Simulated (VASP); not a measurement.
# Mg (Im-3m) in VASP: further runs, part 2 of 2

VASP 6.6.1. Earlier steps stand in the parts before.

### 5 Single point, PBE (Ba replaced by Mg, lengths x 0.793, strained)

File INCAR:

```
PREC = Accurate ; ENCUT = 600
EDIFF = 1E-6 ; ISMEAR = 0
SIGMA = 0.1 ; LREAL = False
LASPH = True ; NELM = 120
ALGO = Normal ; ISIF = 2
LWAVE = False ; LCHARG = False
GGA = PE ; NBANDS = 7
GGA_COMPAT = False
```

File KPOINTS:

```
Automatic mesh
0
Gamma
  6 6 6
```

File POSCAR:

```
Mg
1.0
   -2.0458312326      2.0458312326      2.0458312326
    2.0458312326     -2.0458312326      2.0458312326
    2.0458312326      2.0458312326     -2.0458312326
Mg
1
Direct
    0.0000000000      0.0000000000      0.0000000000
```

On the command line:

```bash
> cat potpaw_PBE.64/Mg/POTCAR > POTCAR
> mpirun -np 1 vasp_std > vasp.out
```

Run time: 4.4 s. Hardware: 1 thread of Intel Xeon 6975P-C, shared host; peak memory 0.15 GiB.

Results (log left out):

| Property | Result |
| --- | --- |
| Free energy | -1.1756 eV |
| Pressure | -5.9 GPa |
| Band gap on the k mesh | zero (band 1 reaches 3.76 eV, above the bottom of band 2 at -0.04 eV) |

Levels at points of the mesh, in eV from the Fermi level:
| k point | band 1 | band 2 | band 3 | band 4 |
| --- | --- | --- | --- | --- |
| (0.00, 0.00, 0.00) | -5.42 | 10.54 | 10.54 | 10.54 |
| (0.50, 0.00, 0.00) | -1.05 | -0.94 | 6.68 | 7.28 |
| (0.50, 0.50, 0.50) | 2.86 | 2.86 | 2.86 | 3.82 |

Caveat: the k points lie up to 0.36 Å⁻¹ apart; the cell differs from its parent crystal (Ba replaced by Mg, lengths x 0.793, strained).

### 6 Single point, PBE (Ba replaced by Mg, lengths x 0.793, strained)

INCAR is that of step 5.

File KPOINTS:

```
regular mesh
0
Gamma
  16 16 16
```

File POSCAR:

```
Mg
1.0
   -1.9285338140      1.9285338140      1.9285338140
    1.9285338140     -1.9285338140      1.9285338140
    1.9285338140      1.9285338140     -1.9285338140
Mg
1
Direct
    0.0000000000      0.0000000000      0.0000000000
```

Potentials or basis: VASP PAW PBE potentials, release 64 (Mg).

On the command line:

```bash
> cat potpaw_PBE.64/Mg/POTCAR > POTCAR
> mpirun -np 1 vasp_std > vasp.out
```

OUTCAR:

```text
PREC = Accurate
   ENCUT = 600
   EDIFF = 1E-6
   ISMEAR = 0
   LREAL = False
   LASPH = True
   NELM = 120
   ISIF = 2
   GGA = PE

 ion  position               nearest neighbor table
   1  0.000  0.000  0.000-

  LATTYP: Found a body centered cubic cell.
 ALAT       =     3.8570676280

  Lattice vectors:

 A1 = (  -1.9285338140,   1.9285338140,   1.9285338140)
 A2 = (   1.9285338140,  -1.9285338140,   1.9285338140)
 A3 = (   1.9285338140,   1.9285338140,  -1.9285338140)

Analysis of symmetry for initial positions (statically):
=====================================================================
 Subroutine PRICEL returns:
 Original cell was already a primitive cell.

 Routine SETGRP: Setting up the symmetry group for a
 body centered cubic supercell.

 Subroutine GETGRP returns: Found 48 space group operations
 (whereof 48 operations were pure point group operations)
 out of a pool of 48 trial point group operations.

The static configuration has the point symmetry O_h .

Analysis of symmetry for dynamics (positions and initial velocities):
=====================================================================
 Subroutine PRICEL returns:
 Original cell was already a primitive cell.

 Routine SETGRP: Setting up the symmetry group for a
 body centered cubic supercell.

 Subroutine GETGRP returns: Found 48 space group operations
 (whereof 48 operations were pure point group operations)
 out of a pool of 48 trial point group operations.

The dynamic configuration has the point symmetry O_h .

 Subroutine INISYM returns: Found 48 space group operations
 (whereof 48 operations are pure point group operations),
 and found     1 'primitive' translations

----------------------------------------------------------------------------------------

                                     Primitive cell

  volume of cell :      28.6907

  direct lattice vectors                    reciprocal lattice vectors
    -1.928533814  1.928533814  1.928533814     0.000000000  0.259264316  0.259264316
     1.928533814 -1.928533814  1.928533814     0.259264316  0.000000000  0.259264316
     1.928533814  1.928533814 -1.928533814     0.259264316  0.259264316  0.000000000

  length of vectors
     3.340318550  3.340318550  3.340318550     0.366655112  0.366655112  0.366655112

  position of ions in fractional coordinates (direct lattice)
     0.000000000  0.000000000  0.000000000

  ion indices of the primitive-cell ions
   primitive index   ion index
                 1           1

----------------------------------------------------------------------------------------

 KPOINTS: regular mesh

Automatic generation of k-mesh.
 Grid dimensions read from file:
 generate k-points for:   16   16   16

 Generating k-lattice:

  Cartesian coordinates                     Fractional coordinates (reciprocal lattice)
     0.000000000  0.016204020  0.016204020     0.062500000  0.000000000  0.000000000
     0.016204020  0.000000000  0.016204020     0.000000000  0.062500000  0.000000000
     0.016204020  0.016204020  0.000000000     0.000000000  0.000000000  0.062500000

  Length of vectors
     0.022915944  0.022915944  0.022915944

  Shift w.r.t. Gamma in fractional coordinates (k-lattice)
     0.000000000  0.000000000  0.000000000

 Subroutine IBZKPT returns following result:
 ===========================================

 Found    145 irreducible k-points:

 Following reciprocal coordinates:
            Coordinates               Weight
  0.000000  0.000000  0.000000      1.000000
  0.062500  0.000000  0.000000     12.000000
  0.125000  0.000000  0.000000     12.000000
  0.187500  0.000000  0.000000     12.000000
  0.250000  0.000000  0.000000     12.000000
  0.312500  0.000000  0.000000     12.000000
[... 16 lines left out ...]
  0.187500  0.187500  0.000000     24.000000
  0.250000  0.187500  0.000000     48.000000
 [... further k-points ...]
   k-points           NKPTS =    145   k-points in BZ     NKDIM =    145   number of bands    NBANDS=      7
   number of dos      NEDOS =    301   number of ions     NIONS =      1
   total plane-waves  NPLWV =  21952
   dimension x,y,z NGX =    28 NGY =   28 NGZ =   28
   dimension x,y,z NGXF=    56 NGYF=   56 NGZF=   56
   ions per type =               1
   NGX,Y,Z   is equivalent  to a cutoff of  13.94, 13.94, 13.94 a.u.
   NGXF,Y,Z  is equivalent  to a cutoff of  27.87, 27.87, 27.87 a.u.
 SYSTEM =  unknown system
   PREC   = accura    normal or accurate (medium, high low for compatibility)
   ISTART =      0    job   : 0-new  1-cont  2-samecut
   ICHARG =      2    charge: 1-file 2-atom 10-const
   ISPIN  =      1    spin polarized calculation?
   LNONCOLLINEAR =      F non collinear calculations
   LSORBIT =      F    spin-orbit coupling
   LASPH  =      T    aspherical Exc in radial PAW
   ENCUT  =  600.0 eV  44.10 Ry    6.64 a.u.   6.67  6.67  6.67*2*pi/ulx,y,z
   NELM   =    120;   NELMIN=  2; NELMDL= -5     # of ELM steps
   EDIFF  = 0.1E-05   stopping-criterion for ELM
   LREAL  =      F    real-space projection
   EDIFFG = 0.1E-04   stopping-criterion for IOM
   NSW    =      0    number of steps for IOM
   IBRION =     -1    ionic relax: 0-MD 1-quasi-New 2-CG
   NFREE  =      0    steps in history (QN), initial steepest desc. (CG)
   ISIF   =      2    stress and relaxation
   ISYM   =      2    0-nonsym 1-usesym 2-fastsym
   POTIM  = 0.5000    time-step for ionic-motion
   TEBEG  =    0.0;   TEEND  =   0.0 temperature during run
   PSTRESS=    0.0 pullay stress
   NELECT =       2.0000    total number of electrons
   NUPDOWN=      -1.0000    fix difference up-down
   EMIN   =  10.00;   EMAX   =-10.00  energy-range for DOS
   EFERMI =   0.00;   METHOD = LEGACY
   ISMEAR =     0;   SIGMA  =   0.10  broadening in eV -4-tet -1-fermi 0-gaus
   EFERMI_NEDOS =   21; number of points for ismear=-14 and -15
   IALGO  =     38    algorithm
   IMIX   =      4    mixing-type and parameters
     AMIX     =   0.40;   BMIX     =  1.00
     AMIX_MAG =   1.60;   BMIX_MAG =  1.00
  volume/ion in A,a.u.               =      28.69       193.61
  Fermi-wavevector in a.u.,A,eV,Ry     =   0.673758  1.273219  6.176371  0.453950
  Thomas-Fermi vector in A             =   1.750274
   LORBIT       =      0    0 simple, 1 ext, 2 COOP (PROOUT), +10 PAW based schemes
   GGA     = PE    functional components
   LHFCALC =     F    Hartree Fock is set to
   AEXX    =    0.0000 exact exchange contribution
   IVDW    =     0    specifies the selected vdW correction
   LEPSILON=     F    determine dielectric tensor
   LRPA    =     F    only Hartree local field effects (RPA)
 non-spin polarized calculation
 Gauss-broadening in eV      SIGMA  =   0.10
  energy-cutoff  :      600.00
  volume of cell :       28.69
 maximum number of plane-waves:       976
   NGX = 13   NGY = 13   NGZ = 13

 number of electron       2.0000000 magnetization

 Free energy of the ion-electron system (eV)
  ---------------------------------------------------
  ext. energy  EPLUGINS =         0.00000000
  ---------------------------------------------------
  free energy    TOTEN  =        -1.36832986 eV

  energy without entropy =       -1.36622991  energy(sigma->0) =       -1.36727988

 E-fermi :   1.5920     XC(G=0):  -7.8308

 val. band max:        1.5489122406   @ k =   0.3750   0.2500  -0.0000
 cond. band min:       1.6046201093   @ k =   0.5000   0.5000   0.2500
 fundamental gap:      0.0557078687
 Fermi energy:         1.5919876571

 k-point     1 :       0.0000    0.0000    0.0000
  band No.  band energies     occupation
      1      -4.4522      2.00000
      2      13.1825      0.00000
      3      13.1825      0.00000
      4      13.1825      0.00000
      5      13.9680      0.00000
      6      13.9680      0.00000
      7      13.9680      0.00000
[... 221 lines left out ...]
 k-point    24 :       0.2500    0.1875    0.0000
  band No.  band energies     occupation
      1      -1.5559      2.00000
      2       4.4893      0.00000
      3       5.7188      0.00000
      4       9.2008      0.00000
      5      12.8600      0.00000
      6      13.9361      0.00000
      7      16.3736      0.00000

 [... further k-points ...]

------------------------ aborting loop because EDIFF is reached ----------------------------------------

  FORCE on cell =-STRESS in cart. coord.  units (eV):
  Direction    XX          YY          ZZ          XY          YZ          ZX
  --------------------------------------------------------------------------------------
  -------------------------------------------------------------------------------------
  Total       -0.8890379     -0.8890379     -0.8890379     -0.0000000      0.0000000     -0.0000000
  in kB      -49.6465508    -49.6465508    -49.6465508     -0.0000000      0.0000000     -0.0000000
  external PRESSURE =     -49.6465508 kB  Pullay stress =       0.0000000 kB

 VOLUME and BASIS-vectors are now :
 -----------------------------------------------------------------------------
  energy-cutoff  :      600.00
  volume of cell :       28.69
      direct lattice vectors                 reciprocal lattice vectors
    -1.928533814  1.928533814  1.928533814     0.000000000  0.259264316  0.259264316
     1.928533814 -1.928533814  1.928533814     0.259264316  0.000000000  0.259264316
     1.928533814  1.928533814 -1.928533814     0.259264316  0.259264316  0.000000000

 POSITION                                       TOTAL-FORCE (eV/Angst)
 -----------------------------------------------------------------------------------
      0.00000      0.00000      0.00000        -0.000000      0.000000     -0.000000
 -----------------------------------------------------------------------------------
    total drift:                               -0.000000     -0.000000      0.000000

  FREE ENERGIE OF THE ION-ELECTRON SYSTEM (eV)
  ---------------------------------------------------
  free  energy   TOTEN  =        -1.3683298561 eV

  energy  without entropy=       -1.3662299109  energy(sigma->0) =       -1.36727988
```

stdout:

```text
POSCAR found type information on POSCAR Mg
 POSCAR found :  1 types and       1 ions
 scaLAPACK will be used
 LDA part: xc-table for (Slater+PW92), standard interpolation
 POSCAR, INCAR and KPOINTS ok, starting setup
 FFT: planning ... GRIDC
 FFT: planning ... GRID_SOFT
 FFT: planning ... GRID
 WAVECAR not read
 entering main loop
```

Run time: 19 s. Hardware: 1 thread of Intel Xeon 6975P-C, shared host; peak memory 0.18 GiB.

Results:

- Free energy: -1.3683 eV
- Pressure: -5.0 GPa
- Band gap on the k mesh: zero (band 1 reaches 4.85 eV, above the bottom of band 2 at 0.62 eV)

Caveat: the cell differs from its parent crystal (Ba replaced by Mg, lengths x 0.793, strained).

### 7 The runs side by side

| cell | k mesh | cutoff (eV) | gap on the mesh (eV) | pressure (GPa) |
| --- | --- | --- | --- | --- |
| a = 3.548 Å, angles 109.5°, 1 atom | 14 × 14 × 14 | 520 | none | -5.9 |
| a = 3.340 Å, angles 109.5°, 1 atom | 6 × 6 × 6 | 600 | none | -5.1 |
| a = 3.460 Å, angles 109.5°, 1 atom | 6 × 6 × 6 | 600 | none | -5.9 |
| a = 3.543 Å, angles 109.5°, 1 atom | 6 × 6 × 6 | 600 | none | -5.9 |
| a = 3.340 Å, angles 109.5°, 1 atom | 16 × 16 × 16 | 600 | none | -5.0 |

Alike in all rows: task single point; level PBE; potentials or basis VASP PAW PBE potentials, release 64 (Mg); no spin polarisation; smearing gaussian 0.1 eV.

Caveats: some runs use coarse meshes.

Absolute energies hang on the potentials; compare differences alone.
